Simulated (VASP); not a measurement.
Write the native input for VASP 6.6.1 that does the following.

- Task: relaxation of the atoms
- Functional: PBE
- Potentials or basis: VASP PAW PBE potentials, release 64 (Al, N)
- Cutoff: 520 eV
- k mesh: 9 × 9 × 6
- Occupations: gaussian, width 0.05 eV
- Spin: no spin polarisation
- Dipole correction: no
- Further INCAR settings: ALGO = Normal; EDIFF = 1e-06; IBRION = 2; EDIFFG = -0.01; NSW = 50

The structure of AlN lies in POSCAR:

```
AlN
1.0
    3.1298889828      0.0000000000      0.0000000000
   -1.5649444914      2.7105633702      0.0000000000
    0.0000000000      0.0000000000      5.6190000000
Al N
2 2
Direct
    0.3333333333      0.6666666667      0.0017290859
    0.6666666667      0.3333333333      0.5017290859
    0.3333333333      0.6666666667      0.3832709141
    0.6666666667      0.3333333333      0.8832709141
```

One way to write it, as run:

INCAR

```
SYSTEM = AlN
PREC     = Accurate       ! precision mode
ENCUT    = 520            ! plane-wave cutoff, eV
EDIFF    = 1E-6           ! SCF threshold, eV
ISMEAR   = 0              ! smearing method
SIGMA    = 0.05           ! smearing width, eV
LREAL    = .False.        ! projectors in reciprocal space
LASPH    = .True.         ! aspherical terms in the spheres
NELM     = 100            ! most SCF steps
ALGO     = Normal         ! electronic algorithm
ISIF     = 2              ! what is computed and relaxed
LWAVE    = .False.        ! write WAVECAR
LCHARG   = .False.        ! write CHGCAR
GGA      = PE             ! functional
IBRION   = 2              ! ionic algorithm
NSW      = 50             ! ionic steps
EDIFFG   = -0.01          ! ionic threshold
```

KPOINTS

```
Automatic mesh
0
Gamma
  9 9 6
  0 0 0
```

Potentials or basis: VASP PAW PBE potentials, release 64 (Al, N).

Run with:

```console
$ cat potpaw_PBE.64/Al/POTCAR potpaw_PBE.64/N/POTCAR > POTCAR
$ mpirun -np 1 vasp_std > vasp.out
```

It gave:

```yaml
Energy_gained_by_relaxing: 0.9 meV/atom
Ionic_steps: 3
Pressure_after_relaxing: -15.4 GPa
Largest_force_after_relaxing: 0.005 eV/Å
Band_gap_on_the_k_mesh: 2.72 eV
```

Run time: 79 s on 1 thread of Intel Xeon 8259CL (shared host), peak memory 0.17 GiB.
